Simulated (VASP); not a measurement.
# C (R-3m) in VASP: further runs, part 2 of 2

VASP 6.6.1.

## Step 3: Single point, PBE+D3(BJ)

This run uses another cell than the first one, of 9.18 Å³/atom.

The input, INCAR:

```
SYSTEM = C
PREC = Accurate
ENCUT = 520
EDIFF = 1E-7
ISMEAR = -1
SIGMA = 0.02
LREAL = .False.
LASPH = .True.
NELM = 80
ALGO = Normal
ISIF = 2
LWAVE = .False.
LCHARG = .True.
GGA = PE
IVDW = 12
LELF = .True.
LVHAR = .True.
NBANDS = 16
```

The input, KPOINTS:

```
Automatic mesh
0
Gamma
  10 10 10
  0 0 0
```

The input, POSCAR:

```
C
1.0
    1.2323497569      0.7114974639      6.9769941891
   -1.2323497569      0.7114974639      6.9769941891
    0.0000000000     -1.4229949277      6.9769941891
C
4
Direct
    0.9189884065      0.9189884065      0.9189884065
    0.2523084591      0.2523084591      0.2523084591
    0.7476915409      0.7476915409      0.7476915409
    0.0810115935      0.0810115935      0.0810115935
```

Potentials or basis: VASP PAW PBE potentials, release 64 (C).

Started as:

```console
$ cat potpaw_PBE.64/C/POTCAR > POTCAR
$ mpirun -np 1 vasp_std > vasp.out
```

Run time: 7.1 min. Hardware: 1 thread of Intel Xeon Platinum 8375C at 2.90GHz (Ice Lake), shared host; peak memory 0.38 GiB.

It converged, with:

* Free energy: -37.4593 eV
* Pressure: 0.4 GPa
* Dispersion energy per atom: -0.149 eV

Stress tensor (GPa, compression positive):
```
 0.69  0.00  0.00
 0.00  0.69  0.00
 0.00  0.00 -0.10
```

## Step 4: Single point, r2SCAN+rVV10

The input, POSCAR:

```
C
1.0
    1.2275048185      0.7087002374      6.9141828450
   -1.2275048185      0.7087002374      6.9141828450
    0.0000000000     -1.4174004748      6.9141828450
C
4
Direct
    0.9191131635      0.9191131635      0.9191131635
    0.2524460551      0.2524460551      0.2524460551
    0.7475539449      0.7475539449      0.7475539449
    0.0808868365      0.0808868365      0.0808868365
```

The input, INCAR.step1:

```
ALGO = Normal
EDIFF = 1E-4
ENCUT = 520
GGA = PE
ISMEAR = -1
LASPH = T
LCHARG = F
LREAL = F
LWAVE = T
NBANDS = 16
NELM = 80
PREC = Accurate
SIGMA = 0.02
```

The input, INCAR.step2:

```
ALGO = Normal
BPARAM = 11.95
CPARAM = 0.0093
EDIFF = 1E-6
ENCUT = 520
ISIF = 2
ISMEAR = -1
ISTART = 1
IVDW_NL = 2
LASPH = T
LCHARG = F
LMIXTAU = T
LREAL = F
LUSE_VDW = T
LWAVE = F
METAGGA = R2SCAN
NBANDS = 16
NELM = 80
PREC = Accurate
SIGMA = 0.02
```

The input, KPOINTS:

```
k-points
0
Gamma
  10 10 10
```

Started as:

```console
$ cat potpaw_PBE.64/C/POTCAR > POTCAR
$ cp INCAR.step1 INCAR
$ mpirun -np 1 vasp_std > vasp.out
$ cp INCAR.step2 INCAR
$ mpirun -np 1 vasp_std > vasp.out
```

It took 29 min on 1 thread of Intel Xeon Platinum 8375C at 2.90GHz (Ice Lake), shared host; peak memory 0.97 GiB.

Results (log left out):

```yaml
Free_energy: -39.4145 eV
Pressure: 0.7 GPa
```

Forces in eV/Å, atoms in the order of the input:
```
C    0.000  0.000 -0.001
C    0.000  0.000 -0.002
C    0.000  0.000  0.002
C    0.000  0.000  0.001
```

Stress tensor (GPa, compression positive):
```
 1.10  0.00  0.00
 0.00  1.10  0.00
 0.00  0.00 -0.20
```

Caveat: the PAW data sets were made with another functional, which shifts forces and pressure a little.

## Step 5: Single point, PBE

The input, INCAR:

```
SYSTEM = C
ALGO = Normal ; EDIFF = 1E-6
ENCUT = 520 ; GGA = PE
ISIF = 2 ; ISMEAR = -1
LASPH = .TRUE. ; LCHARG = .TRUE.
LELF = .TRUE. ; LREAL = .FALSE.
LVHAR = .TRUE. ; LWAVE = .FALSE.
NBANDS = 16 ; NELM = 60
PREC = Accurate ; SIGMA = 0.02
```

The input, KPOINTS:

```
k-points
0
G
  12 12 12
  0 0 0
```

POSCAR is that of step 4.

Started as:

```console
$ cat potpaw_PBE.64/C/POTCAR > POTCAR
$ mpirun -np 1 vasp_std > vasp.out
```

It took 9.4 min on 1 thread of Intel Xeon Platinum 8375C at 2.90GHz (Ice Lake), shared host; peak memory 0.4 GiB.

It converged, with:

```
Free energy   : -36.8400 eV
Pressure      : 5.0 GPa
Largest force : 0.022 eV/Å
```

Forces in eV/Å, atoms in the order of the input:
```
C    0.000  0.000 -0.005
C    0.000  0.000 -0.022
C    0.000  0.000  0.022
C    0.000  0.000  0.005
```

Stress tensor (GPa, compression positive):
```
6.08 0.00 0.00
0.00 6.08 0.00
0.00 0.00 2.97
```

Caveat: the cell stands under pressure; this functional lacks dispersion, which binds the layers, so the pressure and a relaxed spacing across them are unreliable.

## Step 6: Single point, LDA

The input, INCAR:

```
ALGO = Normal
EDIFF = 1E-6
ENCUT = 520
ISIF = 2
ISMEAR = -1
LASPH = True
LCHARG = False
LREAL = False
LWAVE = False
NBANDS = 16
NELM = 80
PREC = Accurate
SIGMA = 0.02
```

The input, KPOINTS:

```
k-points
0
Gamma
  12 12 12
```

POSCAR is that of step 5.

Potentials or basis: VASP PAW LDA potentials, release 64 (C).

Started as:

```console
$ cat potpaw_LDA.64/C/POTCAR > POTCAR
$ mpirun -np 1 vasp_std > vasp.out
```

Wall time 8.5 min (1 thread of Intel Xeon Platinum 8375C at 2.90GHz (Ice Lake), shared host); peak memory 0.32 GiB.

The run converged. Its results:

```yaml
Free_energy: -40.4243 eV
Pressure: -2.7 GPa
Largest_force: 0.011 eV/Å
```

Forces in eV/Å, atoms in the order of the input:
```
C    0.000  0.000  0.011
C    0.000  0.000 -0.008
C    0.000  0.000  0.008
C    0.000  0.000 -0.011
```

Stress tensor (GPa, compression positive):
```
-3.86  0.00  0.00
 0.00 -3.86  0.00
 0.00  0.00 -0.36
```

## Step 7: Relaxation of cell and atoms, PBE+D4

This run uses another cell than the first one, of 9.18 Å³/atom.

The input, INCAR:

```
PREC = Accurate
ENCUT = 600
EDIFF = 1E-7
ISMEAR = -1
SIGMA = 0.02
LREAL = False
LASPH = True
NELM = 80
ALGO = Normal
ISIF = 3
LWAVE = False
LCHARG = False
GGA = PE
IVDW = 13
IBRION = 2
NSW = 80
EDIFFG = -0.005
```

The input, KPOINTS:

```
Automatic mesh
0
Gamma
  10 10 10
```

The input, POSCAR:

```
C
1.0
    1.2323497569      0.7114974639      6.9769941891
   -1.2323497569      0.7114974639      6.9769941891
    0.0000000000     -1.4229949277      6.9769941891
C
4
Direct
    0.9189884065      0.9189884065      0.9189884065
    0.2523084591      0.2523084591      0.2523084591
    0.7476915409      0.7476915409      0.7476915409
    0.0810115935      0.0810115935      0.0810115935
```

Potentials or basis: VASP PAW PBE potentials, release 64 (C).

Started as:

```console
$ cat potpaw_PBE.64/C/POTCAR > POTCAR
$ mpirun -np 1 vasp_std > vasp.out
```

Run time: 26 min. Hardware: 1 thread of Intel Xeon Platinum 8375C at 2.90GHz (Ice Lake), shared host; peak memory 0.5 GiB.

Results (log left out):

* Free energy: -37.5443 eV
* Relaxed volume: 8.94 Å³/atom
* Relaxed cell: a = 6.970 Å, b = 6.970 Å, c = 6.970 Å, α = 20.33°, β = 20.33°, γ = 20.33°
* Space group after relaxing (to 0.1 Å): R-3m (No. 166)
* Energy gained by relaxing: 0.7 meV/atom
* Ionic steps: 7
* Pressure after relaxing: 0.0 GPa
* Dispersion energy per atom: -0.173 eV

Forces in eV/Å, atoms in the order of the input:
```
C    0.000  0.000  0.003
C    0.000  0.000 -0.003
C    0.000  0.000  0.003
C    0.000  0.000 -0.003
```

Step by step:
| step | energy change (eV) | largest force (eV/Å) | pressure (GPa) | volume (Å³) |
| --- | --- | --- | --- | --- |
| 1 | 0.0000 | 0.0013 | -1.64 | 36.71 |
| 2 | 0.0034 | 0.0011 | 3.09 | 36.21 |
| 3 | -0.0010 | 0.0012 | -0.15 | 36.55 |
| 4 | -0.0012 | 0.0012 | -0.14 | 36.48 |
| 5 | -0.0019 | 0.0016 | -0.10 | 36.28 |
| 6 | -0.0027 | 0.0024 | -0.01 | 35.89 |
| 7 | -0.0027 | 0.0027 | 0.03 | 35.76 |

Final structure:
```
C
1.0
     1.22993    0.71010    6.82343
    -1.22993    0.71010    6.82343
     0.00000   -1.42020    6.82343
C
4
Direct
  0.91902 0.91902 0.91902
  0.25234 0.25234 0.25234
  0.74766 0.74766 0.74766
  0.08098 0.08098 0.08098
```

## Step 8: The runs side by side

| task | level | potentials or basis | cell | k mesh | cutoff (eV) | pressure (GPa) | largest force (eV/Å) |
| --- | --- | --- | --- | --- | --- | --- | --- |
| single point | PBE+D4 | VASP PAW PBE potentials, release 64 (C) | a = 7.041 Å, angles 20.1°, 4 atoms | 10 × 10 × 10 | 520 | 0.4 | - |
| single point | PBE+D3(BJ) | VASP PAW PBE potentials, release 64 (C) | a = 7.121 Å, angles 19.9°, 4 atoms | 10 × 10 × 10 | 520 | 0.4 | - |
| single point | r2SCAN+rVV10 | VASP PAW PBE potentials, release 64 (C) | a = 7.058 Å, angles 20.0°, 4 atoms | 10 × 10 × 10 | 520 | 0.7 | - |
| single point | PBE | VASP PAW PBE potentials, release 64 (C) | a = 7.058 Å, angles 20.0°, 4 atoms | 12 × 12 × 12 | 520 | 5.0 | 0.02 |
| single point | LDA | VASP PAW LDA potentials, release 64 (C) | a = 7.058 Å, angles 20.0°, 4 atoms | 12 × 12 × 12 | 520 | -2.7 | 0.01 |
| relaxation of cell and atoms | PBE+D4 | VASP PAW PBE potentials, release 64 (C) | relaxed from a = 7.121 Å, angles 19.9°, 4 atoms | 10 × 10 × 10 | 600 | 0.0 | - |

Alike in all rows: no spin polarisation; smearing fermi-dirac 0.02 eV.

Caveats: the PAW data sets were made with another functional, which shifts forces and pressure a little (at least some runs); the cell stands under pressure (at least some runs); this functional lacks dispersion, which binds the layers, so the pressure and a relaxed spacing across them are unreliable (at least some runs).

Total energies depend on the potentials used, so only differences within one code and one set of settings carry meaning.
